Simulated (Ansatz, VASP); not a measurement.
One calculation of SiC, two programs

INCAR

```
  PREC = Accurate
  ENCUT = 600
  EDIFF = 1E-6
  ISMEAR = -1
  SIGMA = 0.02
  LREAL = F
  LASPH = T
  NELM = 120
  ALGO = Normal
  ISIF = 2
  LWAVE = F
  LCHARG = F
  GGA = PE
  NBANDS = 11
  GGA_COMPAT = F
```

Contents of KPOINTS:

```
regular mesh
0
Gamma
  10 10 10
```

File POSCAR:

```
SiC
1.0
    0.0000000000      2.1790000000      2.1790000000
    2.1790000000      0.0000000000      2.1790000000
    2.1790000000      2.1790000000      0.0000000000
Si C
1 1
Direct
    0.0000000000      0.0000000000      0.0000000000
    0.7500000000      0.7500000000      0.7500000000
```

input.yaml

```yaml
crystal:
  lattice:
    - [0.0, 2.179, 2.179]
    - [2.179, 0.0, 2.179]
    - [2.179, 2.179, 0.0]
  atoms:
    - { symbol: Si, position: [0.0, 0.0, 0.0] }
    - { symbol: C, position: [0.75, 0.75, 0.75] }
kpoints:
  mp_grid: { grid: [10, 10, 10] }
  band_path:
    path:
      - [[0.0, 0.0, 0.0], [-0.5, -0.5, 0.0], [-0.375, -0.375, 0.25]]
      - [[-0.375, 2.889153534853e-18, 0.375], [0.0, 0.0, 0.0], [1.476022948788e-17, 1.476022948788e-17, 0.5], [-0.5, -0.25, 0.25], [-0.5, -0.5, 0.0]]
    npoints: 10
hamiltonian:
  xc: pbe
scf:
  occupations: { method: fermi_dirac, width: 0.02 }
  n_extra_bands: 4
output:
  forces: true
  stress: true
  eigenvalues: true
```

Alike in both runs: functional PBE; k mesh 10 × 10 × 10; occupations fermi-dirac, width 0.02 eV; no spin polarisation.

|  | VASP | Ansatz |
| --- | --- | --- |
| version | VASP 6.6.1 | Ansatz 0.2.0 |
| potentials or method | VASP PAW PBE potentials, release 64 (Si, C) | Ansatz PAW |
| plane-wave cutoff (eV) | 600 | 420 |
| valence electrons in the cell | 8 | 8 |
| task | single point | band structure |

|  | VASP | Ansatz | Ansatz less VASP |
| --- | --- | --- | --- |
| gap on the k mesh at the Fermi level (eV) | 1.36 | 1.36 | +0.002 |
| least direct gap on the mesh (eV) | 4.54 | 4.55 | +0.003 |
| pressure (GPa) | 3.1 | 3.3 | +0.20 |
